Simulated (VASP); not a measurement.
# C (P6_3/mmc) in VASP: notebook, part 2 of 2

VASP 6.6.1. The steps go on from the part before.

### 3 Single point, PBE

The COD entry that gives the cell may itself be a prediction, so a difference from it is no test against experiment.

INCAR

```
SYSTEM = C
ALGO = Normal ; EDIFF = 1E-7
ENCUT = 520 ; GGA = PE
ISIF = 2 ; ISMEAR = 0
LASPH = .True. ; LCHARG = .True.
LELF = .True. ; LREAL = .False.
LVHAR = .True. ; LWAVE = .False.
NBANDS = 36 ; NELM = 60
PREC = Accurate ; SIGMA = 0.05
```

KPOINTS

```
k-points
0
Gamma
  12 12 2
  0 0 0
```

POSCAR

```
C
1.0
    2.5204761256      0.0000000000      0.0000000000
   -1.2602380628      2.1827963544      0.0000000000
    0.0000000000      0.0000000000     12.4289214365
C
12
Direct
    0.0000000000      0.0000000000      0.1868577048
    0.0000000000      0.0000000000      0.6868577048
    0.0000000000      0.0000000000      0.3131422952
    0.0000000000      0.0000000000      0.8131422952
    0.3333333333      0.6666666667      0.5207667974
    0.6666666667      0.3333333333      0.0207667974
    0.3333333333      0.6666666667      0.9792332026
    0.6666666667      0.3333333333      0.4792332026
    0.3333333333      0.6666666667      0.6450902117
    0.6666666667      0.3333333333      0.1450902117
    0.3333333333      0.6666666667      0.8549097883
    0.6666666667      0.3333333333      0.3549097883
```

Potentials or basis: VASP PAW PBE potentials, release 64 (C).

Run with:

```bash
$ cat potpaw_PBE.64/C/POTCAR > POTCAR
$ mpirun -np 1 vasp_std > vasp.out
```

OUTCAR:

```text
SYSTEM = C
   EDIFF = 1E-7
   ENCUT = 520
   GGA = PE
   ISIF = 2
   ISMEAR = 0
   LASPH = .True.
   LREAL = .False.
   NELM = 60
   PREC = Accurate

 ion  position               nearest neighbor table
   1  0.000  0.000  0.187-  10 1.55  10 1.55  10 1.55   3 1.57
   2  0.000  0.000  0.687-   9 1.55   9 1.55   9 1.55   4 1.57
   3  0.000  0.000  0.313-  12 1.55  12 1.55  12 1.55   1 1.57
   4  0.000  0.000  0.813-  11 1.55  11 1.55  11 1.55   2 1.57
   5  0.333  0.667  0.521-   8 1.54   8 1.54   8 1.54   9 1.55
   6  0.667  0.333  0.021-   7 1.54   7 1.54   7 1.54  10 1.55
   7  0.333  0.667  0.979-   6 1.54   6 1.54   6 1.54  11 1.55
   8  0.667  0.333  0.479-   5 1.54   5 1.54   5 1.54  12 1.55
   9  0.333  0.667  0.645-   2 1.55   2 1.55   2 1.55   5 1.55
  10  0.667  0.333  0.145-   1 1.55   1 1.55   1 1.55   6 1.55
  11  0.333  0.667  0.855-   4 1.55   4 1.55   4 1.55   7 1.55
  12  0.667  0.333  0.355-   3 1.55   3 1.55   3 1.55   8 1.55

  LATTYP: Found a hexagonal cell.
 ALAT       =     2.5204761256
[... 210 lines left out ...]
 Fermi energy:        10.0610355911

 k-point     1 :       0.0000    0.0000    0.0000
  band No.  band energies     occupation
      1     -11.7622      2.00000
      2     -11.0420      2.00000
      3     -10.9646      2.00000
      4      -8.8112      2.00000
      5      -8.7491      2.00000
      6      -6.0823      2.00000
[... 925 lines left out ...]
     35      18.9977      0.00000
     36      18.9977      0.00000

 [... further k-points ...]
[... 5 lines left out ...]
  --------------------------------------------------------------------------------------
  -------------------------------------------------------------------------------------
  Total        0.2855107      0.2855107      0.2685508      0.0000000     -0.0000000      0.0000000
  in kB        6.6896556      6.6896556      6.2922766      0.0000000     -0.0000000      0.0000000
  external PRESSURE =       6.5571959 kB  Pullay stress =       0.0000000 kB

 VOLUME and BASIS-vectors are now :
 -----------------------------------------------------------------------------
  energy-cutoff  :      520.00
  volume of cell :       68.38
      direct lattice vectors                 reciprocal lattice vectors
     2.520476126  0.000000000  0.000000000     0.396750435  0.229063971  0.000000000
    -1.260238063  2.182796354  0.000000000     0.000000000  0.458127941  0.000000000
     0.000000000  0.000000000 12.428921436     0.000000000  0.000000000  0.080457504

 POSITION                                       TOTAL-FORCE (eV/Angst)
 -----------------------------------------------------------------------------------
      0.00000      0.00000      2.32244         0.000000     -0.000000      0.004454
      0.00000      0.00000      8.53690         0.000000     -0.000000      0.004454
      0.00000      0.00000      3.89202         0.000000      0.000000     -0.004454
      0.00000      0.00000     10.10648        -0.000000      0.000000     -0.004454
     -0.00000      1.45520      6.47257        -0.000000      0.000000      0.000290
      1.26024      0.72760      0.25811         0.000000     -0.000000      0.000290
     -0.00000      1.45520     12.17081        -0.000000      0.000000     -0.000290
      1.26024      0.72760      5.95635        -0.000000     -0.000000     -0.000290
     -0.00000      1.45520      8.01778         0.000000     -0.000000      0.000973
      1.26024      0.72760      1.80331         0.000000     -0.000000      0.000973
     -0.00000      1.45520     10.62561         0.000000      0.000000     -0.000973
      1.26024      0.72760      4.41115         0.000000      0.000000     -0.000973
 -----------------------------------------------------------------------------------
    total drift:                               -0.000000      0.000000      0.000000

  FREE ENERGIE OF THE ION-ELECTRON SYSTEM (eV)
  ---------------------------------------------------
  free  energy   TOTEN  =      -109.0439582381 eV

  energy  without entropy=     -109.0439582381  energy(sigma->0) =     -109.04395824
```

Run time: 44 s. Hardware: 1 thread of Intel Xeon 6975P-C (Granite Rapids), shared host; peak memory 0.2 GiB.

What came out:

```yaml
Free_energy: -109.0440 eV
Pressure: 0.7 GPa
Largest_force: 0.004 eV/Å
Band_gap_on_the_k_mesh: 4.44 eV, indirect (least direct gap 5.38 eV)
```

Forces on the atoms (eV/Å):
```
C    0.000  0.000  0.004
C    0.000  0.000  0.004
C    0.000  0.000 -0.004
C    0.000  0.000 -0.004
C    0.000  0.000  0.000
C    0.000  0.000  0.000
C    0.000  0.000  0.000
C    0.000  0.000  0.000
C    0.000  0.000  0.001
C    0.000  0.000  0.001
C    0.000  0.000 -0.001
C    0.000  0.000 -0.001
```

Levels at points of the mesh, in eV from the valence-band top:
| k point | band 20 | band 21 | band 22 | band 23 | band 24 | band 25 | band 26 | band 27 | band 28 | band 29 |
| --- | --- | --- | --- | --- | --- | --- | --- | --- | --- | --- |
| (0.00, 0.00, 0.00) | -0.97 | -0.97 | -0.15 | 0.00 | 0.00 | 5.38 | 5.38 | 5.50 | 6.46 | 6.46 |
| (0.50, 0.00, 0.00) | -4.37 | -4.06 | -4.01 | -3.60 | -2.90 | 4.61 | 5.21 | 5.27 | 5.59 | 6.67 |
| (0.00, 0.00, 0.50) | -1.36 | -0.32 | -0.32 | -0.32 | -0.32 | 5.76 | 5.76 | 5.76 | 5.76 | 6.19 |
| (0.50, 0.00, 0.50) | -4.92 | -3.76 | -3.76 | -3.24 | -3.24 | 4.78 | 4.78 | 5.82 | 5.82 | 6.03 |

A k mesh can miss the band edges. A hybrid or GW would open this gap; PBE tends to underestimate it.

### 4 Single point, PBE (volume scaled by 0.88, then relaxed in part)

INCAR

```
ALGO = Normal
EDIFF = 1E-6
ENCUT = 520
GGA = PE
ISIF = 2
ISMEAR = 0
LASPH = T
LCHARG = F
LREAL = F
LWAVE = F
NBANDS = 36
NELM = 100
PREC = Accurate
SIGMA = 0.02
```

KPOINTS

```
k-points
0
Gamma
  12 12 2
```

POSCAR

```
C
1.0
    2.4150046395      0.0000000000      0.0000000000
   -1.2075023197      2.0914553681      0.0000000000
    0.0000000000      0.0000000000     11.9136641213
C
12
Direct
    0.0000000000      0.0000000000      0.1869805076
    0.0000000000      0.0000000000      0.6869805076
    0.0000000000      0.0000000000      0.3130194924
    0.0000000000      0.0000000000      0.8130194924
    0.3333333333      0.6666666667      0.5207888340
    0.6666666667      0.3333333333      0.0207888340
    0.3333333333      0.6666666667      0.9792111660
    0.6666666667      0.3333333333      0.4792111660
    0.3333333333      0.6666666667      0.6450637956
    0.6666666667      0.3333333333      0.1450637956
    0.3333333333      0.6666666667      0.8549362044
    0.6666666667      0.3333333333      0.3549362044
```

Potentials or basis: VASP PAW PBE potentials, release 64 (C).

Run with:

```bash
$ cat potpaw_PBE.64/C/POTCAR > POTCAR
$ mpirun -np 1 vasp_std > vasp.out
```

OUTCAR:

```text
EDIFF = 1E-6
   ENCUT = 520
   GGA = PE
   ISIF = 2
   ISMEAR = 0
   LASPH = T
   LREAL = F
   NELM = 100
   PREC = Accurate

 ion  position               nearest neighbor table
   1  0.000  0.000  0.187-  10 1.48  10 1.48  10 1.48   3 1.50
   2  0.000  0.000  0.687-   9 1.48   9 1.48   9 1.48   4 1.50
   3  0.000  0.000  0.313-  12 1.48  12 1.48  12 1.48   1 1.50
   4  0.000  0.000  0.813-  11 1.48  11 1.48  11 1.48   2 1.50
   5  0.333  0.667  0.521-   8 1.48   8 1.48   8 1.48   9 1.48
   6  0.667  0.333  0.021-   7 1.48   7 1.48   7 1.48  10 1.48
[... 1169 lines left out ...]
 VOLUME and BASIS-vectors are now :
 -----------------------------------------------------------------------------
  energy-cutoff  :      520.00
  volume of cell :       60.17
      direct lattice vectors                 reciprocal lattice vectors
     2.415004640  0.000000000  0.000000000     0.414077879  0.239067975  0.000000000
    -1.207502320  2.091455368  0.000000000     0.000000000  0.478135950  0.000000000
     0.000000000  0.000000000 11.913664121     0.000000000  0.000000000  0.083937233

 POSITION                                       TOTAL-FORCE (eV/Angst)
 -----------------------------------------------------------------------------------
      0.00000      0.00000      2.22762         0.000000      0.000000      0.003485
      0.00000      0.00000      8.18446        -0.000000      0.000000      0.003485
      0.00000      0.00000      3.72921         0.000000     -0.000000     -0.003485
      0.00000      0.00000      9.68604        -0.000000      0.000000     -0.003485
     -0.00000      1.39430      6.20450         0.000000      0.000000      0.000191
      1.20750      0.69715      0.24767         0.000000     -0.000000      0.000191
     -0.00000      1.39430     11.66599        -0.000000      0.000000     -0.000191
      1.20750      0.69715      5.70916        -0.000000     -0.000000     -0.000191
     -0.00000      1.39430      7.68507        -0.000000      0.000000     -0.000915
      1.20750      0.69715      1.72824         0.000000     -0.000000     -0.000915
     -0.00000      1.39430     10.18542        -0.000000      0.000000      0.000915
      1.20750      0.69715      4.22859         0.000000     -0.000000      0.000915
 -----------------------------------------------------------------------------------
    total drift:                                0.000000     -0.000000      0.000000

  FREE ENERGIE OF THE ION-ELECTRON SYSTEM (eV)
  ---------------------------------------------------
  free  energy   TOTEN  =      -107.3612423850 eV

  energy  without entropy=     -107.3612423850  energy(sigma->0) =     -107.36124239
```

stdout:

```text
POSCAR found type information on POSCAR C
 POSCAR found :  1 types and      12 ions
 scaLAPACK will be used
 LDA part: xc-table for (Slater+PW92), standard interpolation
 POSCAR, INCAR and KPOINTS ok, starting setup
 FFT: planning ... GRIDC
 FFT: planning ... GRID_SOFT
 FFT: planning ... GRID
 WAVECAR not read
 entering main loop
```

Wall time 56 s (1 thread of Intel Xeon 6975P-C, shared host); peak memory 0.2 GiB.

What came out:

```yaml
Free_energy: -107.3612 eV
Pressure: 71.2 GPa
Largest_force: 0.003 eV/Å
Band_gap_on_the_k_mesh: 4.76 eV, indirect (least direct gap 5.66 eV)
```

Forces on the atoms (eV/Å):
```
C    0.000  0.000  0.003
C    0.000  0.000  0.003
C    0.000  0.000 -0.003
C    0.000  0.000 -0.003
C    0.000  0.000  0.000
C    0.000  0.000  0.000
C    0.000  0.000  0.000
C    0.000  0.000  0.000
C    0.000  0.000 -0.001
C    0.000  0.000 -0.001
C    0.000  0.000  0.001
C    0.000  0.000  0.001
```

### 5 The runs side by side

| cell | smearing | gap on the mesh (eV) | pressure (GPa) |
| --- | --- | --- | --- |
| a = 2.520, b = 2.520, c = 12.429 Å, angles 90.0, 90.0, 120.0°, 12 atoms | gaussian 0.02 eV | 4.44 | 0.7 |
| a = 2.520, b = 2.520, c = 12.429 Å, angles 90.0, 90.0, 120.0°, 12 atoms | gaussian 0.05 eV | 4.44 | 0.7 |
| a = 2.415, b = 2.415, c = 11.914 Å, angles 90.0, 90.0, 120.0°, 12 atoms | gaussian 0.02 eV | 4.76 | 71.2 |

Alike in all rows: task single point; level PBE; potentials or basis VASP PAW PBE potentials, release 64 (C); no spin polarisation; k mesh 12 × 12 × 2; cutoff (eV) 520.

Total energies depend on the potentials used, so only differences within one code and one set of settings carry meaning.
